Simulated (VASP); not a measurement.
# SrHf (R-3m) in VASP: a series of runs

SrHf is run at these levels: PBE; tasks: single point, relaxation of cell and atoms.

Everything below comes from runs of VASP 6.6.1. Logs are shortened: lines on timing, memory, paths and dates and some standing lists are left out, and cuts for length are marked.

**1. The cell of the first run**

Symmetry: R-3m, No. 166, trigonal system. The conventional cell has a = 3.322 Å, b = 3.322 Å, c = 15.874 Å, α = 90.00°, β = 90.00°, γ = 120.00°. Sr (site symmetry -3m) has 6 Hf at 3.27 Å and 6 Sr at 3.32 Å within 4.3 Å. Within 4.3 Å of Hf (site symmetry -3m) lie 6 Sr at 3.27 Å and 6 Hf at 3.32 Å.

**2. Single point, PBE**

INCAR

```
SYSTEM = SrHf
ALGO = Normal
EDIFF = 1E-7
ENCUT = 520
GGA = PE
ISIF = 2
ISMEAR = 0
LASPH = .TRUE.
LCHARG = .FALSE.
LREAL = .FALSE.
LWAVE = .FALSE.
NBANDS = 17
NELM = 100
PREC = Accurate
SIGMA = 0.1
```

KPOINTS

```
k-points
0
G
  6 6 6
  0 0 0
```

POSCAR

```
SrHf
1.0
    1.6612240222      0.9591081364      5.2913061449
   -1.6612240222      0.9591081364      5.2913061449
    0.0000000000     -1.9182162728      5.2913061449
Sr Hf
1 1
Direct
    0.0000000000      0.0000000000      0.0000000000
    0.5000000000      0.5000000000      0.5000000000
```

Potentials or basis: VASP PAW PBE potentials, release 64 (Sr_sv, Hf_pv).

Launch:

```console
cat potpaw_PBE.64/Sr_sv/POTCAR potpaw_PBE.64/Hf_pv/POTCAR > POTCAR
mpirun -np 1 vasp_std > vasp.out
```

OUTCAR:

```text
SYSTEM = SrHf
   EDIFF = 1E-7
   ENCUT = 520
   GGA = PE
   ISIF = 2
   ISMEAR = 0
   LASPH = .TRUE.
   LREAL = .FALSE.
   NELM = 100
   PREC = Accurate

 ion  position               nearest neighbor table
   1  0.000  0.000  0.000-   2 3.27   2 3.27   2 3.27   2 3.27   2 3.27   2 3.27
   2  0.500  0.500  0.500-   1 3.27   1 3.27   1 3.27   1 3.27   1 3.27   1 3.27

  LATTYP: Found a trigonal (rhomboedric) cell.
 ALAT       =     5.6282745481
 COS(alpha) =     0.8257648184

  Lattice vectors:

 A1 = (   1.6612240222,   0.9591081364,   5.2913061449)
 A2 = (  -1.6612240222,   0.9591081364,   5.2913061449)
 A3 = (   0.0000000000,  -1.9182162728,   5.2913061449)

Analysis of symmetry for initial positions (statically):
=====================================================================
 Subroutine PRICEL returns:
 Original cell was already a primitive cell.

 Routine SETGRP: Setting up the symmetry group for a
 trigonal (rhombohedral) supercell.

 Subroutine GETGRP returns: Found 12 space group operations
 (whereof 12 operations were pure point group operations)
 out of a pool of 12 trial point group operations.

The static configuration has the point symmetry D_3d.

Analysis of symmetry for dynamics (positions and initial velocities):
=====================================================================
 Subroutine PRICEL returns:
 Original cell was already a primitive cell.

 Routine SETGRP: Setting up the symmetry group for a
 trigonal (rhombohedral) supercell.

 Subroutine GETGRP returns: Found 12 space group operations
 (whereof 12 operations were pure point group operations)
 out of a pool of 12 trial point group operations.

The dynamic configuration has the point symmetry D_3d.

 Subroutine INISYM returns: Found 12 space group operations
 (whereof 12 operations are pure point group operations),
 and found     1 'primitive' translations

----------------------------------------------------------------------------------------

                                     Primitive cell

  volume of cell :      50.5836

  direct lattice vectors                    reciprocal lattice vectors
     1.661224022  0.959108136  5.291306145     0.300982886  0.173772550  0.062996418
    -1.661224022  0.959108136  5.291306145    -0.300982886  0.173772550  0.062996418
     0.000000000 -1.918216273  5.291306145     0.000000000 -0.347545100  0.062996418

  length of vectors
     5.628274548  5.628274548  5.628274548     0.353208360  0.353208360  0.353208360

  position of ions in fractional coordinates (direct lattice)
     0.000000000  0.000000000  0.000000000
     0.500000000  0.500000000  0.500000000

  ion indices of the primitive-cell ions
   primitive index   ion index
                 1           1
                 2           2

----------------------------------------------------------------------------------------

 KPOINTS: k-points

Automatic generation of k-mesh.
 Grid dimensions read from file:
 generate k-points for:    6    6    6

 Generating k-lattice:

  Cartesian coordinates                     Fractional coordinates (reciprocal lattice)
     0.050163814  0.028962092  0.010499403     0.166666667  0.000000000  0.000000000
    -0.050163814  0.028962092  0.010499403     0.000000000  0.166666667  0.000000000
     0.000000000 -0.057924183  0.010499403     0.000000000  0.000000000  0.166666667

  Length of vectors
     0.058868060  0.058868060  0.058868060

  Shift w.r.t. Gamma in fractional coordinates (k-lattice)
     0.000000000  0.000000000  0.000000000

 Subroutine IBZKPT returns following result:
 ===========================================

 Found     32 irreducible k-points:

 Following reciprocal coordinates:
            Coordinates               Weight
  0.000000  0.000000  0.000000      1.000000
  0.166667  0.000000  0.000000      6.000000
  0.333333  0.000000  0.000000      6.000000
  0.500000  0.000000  0.000000      3.000000
  0.166667  0.166667  0.000000      6.000000
  0.333333  0.166667  0.000000     12.000000
[... 16 lines left out ...]
  0.500000  0.500000  0.166667      6.000000
 -0.333333  0.500000  0.166667     12.000000
 [... further k-points ...]
   k-points           NKPTS =     32   k-points in BZ     NKDIM =     32   number of bands    NBANDS=     17
   number of dos      NEDOS =    301   number of ions     NIONS =      2
   total plane-waves  NPLWV =  74088
   dimension x,y,z NGX =    42 NGY =   42 NGZ =   42
   dimension x,y,z NGXF=    84 NGYF=   84 NGZF=   84
   ions per type =               1   1
   NGX,Y,Z   is equivalent  to a cutoff of  12.41, 12.41, 12.41 a.u.
   NGXF,Y,Z  is equivalent  to a cutoff of  24.81, 24.81, 24.81 a.u.
 SYSTEM =  SrHf
   PREC   = accura    normal or accurate (medium, high low for compatibility)
   ISTART =      0    job   : 0-new  1-cont  2-samecut
   ICHARG =      2    charge: 1-file 2-atom 10-const
   ISPIN  =      1    spin polarized calculation?
   LNONCOLLINEAR =      F non collinear calculations
   LSORBIT =      F    spin-orbit coupling
   LASPH  =      T    aspherical Exc in radial PAW
   ENCUT  =  520.0 eV  38.22 Ry    6.18 a.u.  10.46 10.46 10.46*2*pi/ulx,y,z
   NELM   =    100;   NELMIN=  2; NELMDL= -5     # of ELM steps
   EDIFF  = 0.1E-06   stopping-criterion for ELM
   LREAL  =      F    real-space projection
   EDIFFG = 0.1E-05   stopping-criterion for IOM
   NSW    =      0    number of steps for IOM
   IBRION =     -1    ionic relax: 0-MD 1-quasi-New 2-CG
   NFREE  =      0    steps in history (QN), initial steepest desc. (CG)
   ISIF   =      2    stress and relaxation
   ISYM   =      2    0-nonsym 1-usesym 2-fastsym
   POTIM  = 0.5000    time-step for ionic-motion
   TEBEG  =    0.0;   TEEND  =   0.0 temperature during run
   PSTRESS=    0.0 pullay stress
   NELECT =      20.0000    total number of electrons
   NUPDOWN=      -1.0000    fix difference up-down
   EMIN   =  10.00;   EMAX   =-10.00  energy-range for DOS
   EFERMI =   0.00;   METHOD = LEGACY
   ISMEAR =     0;   SIGMA  =   0.10  broadening in eV -4-tet -1-fermi 0-gaus
   EFERMI_NEDOS =   21; number of points for ismear=-14 and -15
   IALGO  =     38    algorithm
   IMIX   =      4    mixing-type and parameters
     AMIX     =   0.40;   BMIX     =  1.00
     AMIX_MAG =   1.60;   BMIX_MAG =  1.00
  volume/ion in A,a.u.               =      25.29       170.68
  Fermi-wavevector in a.u.,A,eV,Ry     =   1.201568  2.270633 19.643610  1.443765
  Thomas-Fermi vector in A             =   2.337373
   LORBIT       =      0    0 simple, 1 ext, 2 COOP (PROOUT), +10 PAW based schemes
   GGA     = PE    functional components
   LHFCALC =     F    Hartree Fock is set to
   AEXX    =    0.0000 exact exchange contribution
   IVDW    =     0    specifies the selected vdW correction
   LEPSILON=     F    determine dielectric tensor
   LRPA    =     F    only Hartree local field effects (RPA)
 non-spin polarized calculation
 Gauss-broadening in eV      SIGMA  =   0.10
  energy-cutoff  :      520.00
  volume of cell :       50.58
 maximum number of plane-waves:      1381
 NGX is ok and might be reduce to    42
   NGX = 21   NGY = 21   NGZ = 21

 number of electron      20.0000000 magnetization

 Free energy of the ion-electron system (eV)
  ---------------------------------------------------
  ext. energy  EPLUGINS =         0.00000000
  ---------------------------------------------------
  free energy    TOTEN  =        -9.65051120 eV

  energy without entropy =       -9.63999771  energy(sigma->0) =       -9.64525446

 E-fermi :   4.4458     XC(G=0): -10.4398

 val. band max:        4.4198293723   @ k =  -0.3333   0.1667  -0.0000
 cond. band min:       4.4912701331   @ k =  -0.3333   0.5000   0.1667
 fundamental gap:      0.0714407608
 Fermi energy:         4.4458014776

 k-point     1 :       0.0000    0.0000    0.0000
  band No.  band energies     occupation
      1     -30.6306      2.00000
      2     -26.3814      2.00000
      3     -26.0562      2.00000
      4     -26.0562      2.00000
      5     -12.7813      2.00000
      6     -12.0297      2.00000
[... 9 lines left out ...]
     16       9.6557      0.00000
     17       9.6557      0.00000

 k-point     2 :       0.1667    0.0000    0.0000
  band No.  band energies     occupation
      1     -30.5776      2.00000
      2     -26.3655      2.00000
      3     -26.1523      2.00000
      4     -26.0792      2.00000
      5     -12.7281      2.00000
      6     -12.4540      2.00000
[... 9 lines left out ...]
     16       8.7922      0.00000
     17      10.1550      0.00000

 k-point     3 :       0.3333    0.0000    0.0000
  band No.  band energies     occupation
      1     -30.4693      2.00000
      2     -26.3400      2.00000
      3     -26.3331      2.00000
      4     -26.1247      2.00000
      5     -13.2156      2.00000
      6     -12.6169      2.00000
[... 9 lines left out ...]
     16       9.7669      0.00000
     17      10.5451      0.00000

 k-point     4 :       0.5000    0.0000    0.0000
  band No.  band energies     occupation
      1     -30.4139      2.00000
      2     -26.4306      2.00000
      3     -26.3177      2.00000
      4     -26.1473      2.00000
      5     -13.5635      2.00000
      6     -12.5590      2.00000
[... 9 lines left out ...]
     16       9.8668      0.00000
     17      11.2364      0.00000
[... 343 lines left out ...]
      1     -30.4120      2.00000
      2     -26.3858      2.00000
      3     -26.3212      2.00000
      4     -26.1972      2.00000
      5     -13.3685      2.00000
      6     -12.5946      2.00000
[... 9 lines left out ...]
     16      10.0403      0.00000
     17      10.5584      0.00000

 k-point    23 :       0.5000    0.5000    0.1667
  band No.  band energies     occupation
      1     -30.4694      2.00000
      2     -26.3444      2.00000
      3     -26.3307      2.00000
      4     -26.1249      2.00000
      5     -13.1879      2.00000
      6     -12.6108      2.00000
[... 9 lines left out ...]
     16      10.8103      0.00000
     17      11.3870      0.00000

 k-point    24 :      -0.3333    0.5000    0.1667
  band No.  band energies     occupation
      1     -30.4119      2.00000
      2     -26.3890      2.00000
      3     -26.3199      2.00000
      4     -26.1967      2.00000
      5     -13.3513      2.00000
      6     -12.5969      2.00000
[... 9 lines left out ...]
     16      10.3119      0.00000
     17      11.0599      0.00000

 [... further k-points ...]
[... 5 lines left out ...]
  --------------------------------------------------------------------------------------
  -------------------------------------------------------------------------------------
  Total        2.2948184      2.2948184      5.2276792      0.0000000      0.0000000      0.0000000
  in kB       72.6857021     72.6857021    165.5806531      0.0000000      0.0000000      0.0000000
  external PRESSURE =     103.6506858 kB  Pullay stress =       0.0000000 kB

 VOLUME and BASIS-vectors are now :
 -----------------------------------------------------------------------------
  energy-cutoff  :      520.00
  volume of cell :       50.58
      direct lattice vectors                 reciprocal lattice vectors
     1.661224022  0.959108136  5.291306145     0.300982886  0.173772550  0.062996418
    -1.661224022  0.959108136  5.291306145    -0.300982886  0.173772550  0.062996418
     0.000000000 -1.918216273  5.291306145     0.000000000 -0.347545100  0.062996418

 POSITION                                       TOTAL-FORCE (eV/Angst)
 -----------------------------------------------------------------------------------
      0.00000      0.00000      0.00000         0.000000      0.000000      0.000000
      0.00000      0.00000      7.93696         0.000000     -0.000000      0.000000
 -----------------------------------------------------------------------------------
    total drift:                                0.000000     -0.000000     -0.000000

  FREE ENERGIE OF THE ION-ELECTRON SYSTEM (eV)
  ---------------------------------------------------
  free  energy   TOTEN  =        -9.6505112036 eV

  energy  without entropy=       -9.6399977067  energy(sigma->0) =       -9.64525446
```

Wall time 1.9 min (1 thread of Intel Xeon 8259CL, shared host); peak memory 0.26 GiB.

Results:

| Property | Result |
| --- | --- |
| Free energy | -9.6505 eV |
| Pressure | 10.4 GPa |
| Band gap on the k mesh | zero (bands 10 and 11 overlap by 1.68 eV) |

Caveat: the k points lie up to 0.37 Å⁻¹ apart, too coarse for converged energies and pressures of a metal; spin-orbit coupling is left out, which moves the levels of the heavy elements.

**3. Single point, PBE**

This run uses another cell than the first one, of 30.48 Å³/atom.

INCAR

```
ALGO     = Normal         # electronic algorithm
EDIFF    = 1E-6           # SCF threshold, eV
ENCUT    = 520            # plane-wave cutoff, eV
GGA      = PE             # functional
ISIF     = 2              # what is computed and relaxed
ISMEAR   = 0              # smearing method
LASPH    = True           # aspherical terms in the spheres
LCHARG   = True           # write CHGCAR
LELF     = True           # ELF
LREAL    = False          # projectors in reciprocal space
LVHAR    = True         
LWAVE    = False          # write WAVECAR
NBANDS   = 17             # bands
NELM     = 60             # most SCF steps
PREC     = Accurate       # precision mode
SIGMA    = 0.1            # smearing width, eV
```

KPOINTS

```
k-points
0
Gamma
  6 6 6
```

POSCAR

```
SrHf
1.0
    1.7109540741      0.9878197952      6.0105198009
   -1.7109540741      0.9878197952      6.0105198009
    0.0000000000     -1.9756395905      6.0105198009
Sr Hf
1 1
Direct
    0.0000000000      0.0000000000      0.0000000000
    0.5000000000      0.5000000000      0.5000000000
```

Potentials or basis: VASP PAW PBE potentials, release 64 (Sr_sv, Hf_pv).

Launch:

```console
cat potpaw_PBE.64/Sr_sv/POTCAR potpaw_PBE.64/Hf_pv/POTCAR > POTCAR
mpirun -np 1 vasp_std > vasp.out
```

Run time: 2.2 min. Hardware: 1 thread of Intel Xeon 8259CL, shared host; peak memory 0.32 GiB.

Results (log left out):

- Free energy: -10.0270 eV
- Pressure: 0.0 GPa
- Band gap on the k mesh: zero (bands 10 and 11 overlap by 0.79 eV)

Stress tensor (GPa, compression positive):
```
-0.08  0.00  0.00
 0.00 -0.08  0.00
 0.00  0.00  0.22
```

Levels at points of the mesh, in eV from the Fermi level:
| k point | band 7 | band 8 | band 9 | band 10 | band 11 | band 12 | band 13 | band 14 |
| --- | --- | --- | --- | --- | --- | --- | --- | --- |
| (0.00, 0.00, 0.00) | -17.00 | -5.47 | -2.01 | 0.48 | 1.36 | 1.36 | 1.54 | 2.60 |
| (0.50, 0.00, 0.00) | -17.22 | -1.95 | -0.83 | -0.48 | -0.10 | 0.59 | 1.43 | 2.44 |
| (0.50, 0.50, 0.00) | -17.21 | -2.48 | -1.60 | -0.86 | 0.69 | 1.51 | 1.94 | 2.78 |
| (0.50, 0.50, 0.50) | -17.00 | -4.72 | -2.85 | 0.15 | 1.22 | 1.44 | 1.44 | 3.21 |

Caveat: spin-orbit coupling is left out, which moves the levels of the heavy elements.

**4. Relaxation of cell and atoms, PBE**

INCAR

```
SYSTEM = SrHf
PREC = Accurate ; ENCUT = 600
EDIFF = 1E-6 ; ISMEAR = 0
SIGMA = 0.1 ; LREAL = .FALSE.
LASPH = .TRUE. ; NELM = 60
ALGO = Fast ; ISIF = 3
LWAVE = .FALSE. ; LCHARG = .FALSE.
GGA = PE ; IBRION = 2
NSW = 90 ; EDIFFG = -0.04
```

KPOINTS

```
regular mesh
0
G
  6 6 6
  0 0 0
```

POSCAR

```
SrHf
1.0
    1.6612240222      0.9591081364      5.2913061449
   -1.6612240222      0.9591081364      5.2913061449
    0.0000000000     -1.9182162728      5.2913061449
Sr Hf
1 1
Direct
    0.0000000000      0.0000000000      0.0000000000
    0.5000000000      0.5000000000      0.5000000000
```

Launch:

```console
cat potpaw_PBE.64/Sr_sv/POTCAR potpaw_PBE.64/Hf_pv/POTCAR > POTCAR
mpirun -np 1 vasp_std > vasp.out
```

Wall time 13 min (1 thread of Intel Xeon 8259CL, shared host); peak memory 0.36 GiB.

It converged, with:

- Free energy: -10.0263 eV
- Relaxed volume: 30.39 Å³/atom
- Relaxed cell: a = 6.333 Å, b = 6.333 Å, c = 6.333 Å, α = 31.28°, β = 31.28°, γ = 31.28°
- Space group after relaxing (to 0.1 Å): R-3m (No. 166)
- Energy gained by relaxing: 187.8 meV/atom
- Ionic steps: 6
- Pressure after relaxing: 0.1 GPa
- Band gap on the k mesh: zero (bands 10 and 11 overlap by 0.77 eV)

Stress tensor (GPa, compression positive):
```
0.12 0.00 0.00
0.00 0.12 0.00
0.00 0.00 0.20
```

The path:
```
step  energy change (eV)  largest force (eV/Å)  pressure (GPa)  volume (Å³)
   1              0.0000                0.0000           10.37        50.58
   2             -0.3534                0.0000           -1.48        63.45
   3             -0.3596                0.0000           -0.43        61.59
   4             -0.3596                0.0000           -0.56        61.82
   5             -0.3725                0.0000           -0.20        61.25
   6             -0.3757                0.0000            0.14        60.78
```

Final structure:
```
CELL_PARAMETERS angstrom
1.70752 0.98584 6.01814
-1.70752 0.98584 6.01814
0.00000 -1.97168 6.01814
ATOMIC_POSITIONS crystal
Sr 0.00000 0.00000 0.00000
Hf 0.50000 0.50000 0.50000
```

Levels at points of the mesh, in eV from the Fermi level:
```tsv
k point	band 6	band 7	band 8	band 9	band 10	band 11	band 12	band 13	band 14
(0.00, 0.00, 0.00)	-17.00	-17.00	-5.48	-2.02	0.47	1.36	1.36	1.52	2.62
(0.50, 0.00, 0.00)	-17.27	-17.22	-1.95	-0.83	-0.49	-0.11	0.60	1.43	2.46
(0.50, 0.50, 0.00)	-17.27	-17.21	-2.48	-1.60	-0.86	0.70	1.49	1.96	2.80
(0.50, 0.50, 0.50)	-17.00	-17.00	-4.73	-2.86	0.15	1.20	1.45	1.45	3.58
```

Caveat: the k points lie up to 0.36 Å⁻¹ apart in the final cell, too coarse for converged energies and pressures of a metal; the volume moved by over 15 % at a fixed basis, so the end points are rough; spin-orbit coupling is left out, which moves the levels of the heavy elements.

**5. Single point, PBE**

This run uses another cell than the first one, of 30.39 Å³/atom.

INCAR

```
SYSTEM = SrHf
ALGO = Fast ; EDIFF = 1E-6
ENCUT = 520 ; GGA = PE
ISIF = 2 ; ISMEAR = 0
LASPH = .True. ; LCHARG = .True.
LELF = .True. ; LREAL = .False.
LVHAR = .True. ; LWAVE = .False.
NBANDS = 17 ; NELM = 60
PREC = Accurate ; SIGMA = 0.1
```

KPOINTS

```
k-points
0
Gamma
  18 18 18
  0 0 0
```

POSCAR

```
SrHf
1.0
    1.7018510844      0.9825641817      6.0578552740
   -1.7018510844      0.9825641817      6.0578552740
    0.0000000000     -1.9651283634      6.0578552740
Sr Hf
1 1
Direct
    0.0000000000      0.0000000000      0.0000000000
    0.5000000000      0.5000000000      0.5000000000
```

Launch:

```console
cat potpaw_PBE.64/Sr_sv/POTCAR potpaw_PBE.64/Hf_pv/POTCAR > POTCAR
mpirun -np 1 vasp_std > vasp.out
```

Run time: 62 min. Hardware: 1 thread of Intel Xeon 8259CL, shared host; peak memory 0.85 GiB.

Results (log left out):

| Property | Result |
| --- | --- |
| Free energy | -10.0421 eV |
| Pressure | 0.0 GPa |
| Band gap on the k mesh | zero (bands 10 and 11 overlap by 0.70 eV) |

Levels at points of the mesh, in eV from the Fermi level:
```tsv
k point	band 8	band 9	band 10	band 11	band 12	band 13
(0.00, 0.00, 0.00)	-5.48	-2.04	0.41	1.39	1.39	1.44
(0.50, 0.00, 0.00)	-1.96	-0.83	-0.51	-0.13	0.61	1.41
(0.50, 0.50, 0.00)	-2.47	-1.60	-0.86	0.72	1.42	2.01
(0.50, 0.50, 0.50)	-4.75	-2.87	0.12	1.14	1.46	1.46
```

Caveat: spin-orbit coupling is left out, which moves the levels of the heavy elements.

**6. The runs side by side**

| task | cell | k mesh | cutoff (eV) | gap on the mesh (eV) | pressure (GPa) |
| --- | --- | --- | --- | --- | --- |
| single point | a = 5.628 Å, angles 34.3°, 2 atoms | 6 × 6 × 6 | 520 | none | 10.4 |
| single point | a = 6.327 Å, angles 31.4°, 2 atoms | 6 × 6 × 6 | 520 | none | 0.0 |
| relaxation of cell and atoms | relaxed from a = 5.628 Å, angles 34.3°, 2 atoms | 6 × 6 × 6 | 600 | none | 0.1 |
| single point | a = 6.369 Å, angles 31.0°, 2 atoms | 18 × 18 × 18 | 520 | none | 0.0 |

Alike in all rows: level PBE; potentials or basis VASP PAW PBE potentials, release 64 (Sr_sv, Hf_pv); no spin polarisation; smearing gaussian 0.1 eV.

Caveats: some runs use coarse meshes; spin-orbit coupling is left out, which moves the levels of the heavy elements; the volume moved by over 15 % at a fixed basis, so the end points are rough (at least some runs).

Total energies depend on the potentials used, so only differences within one code and one set of settings carry meaning.

The gap in the log of VASP goes by the Fermi energy; the results here count the filled bands.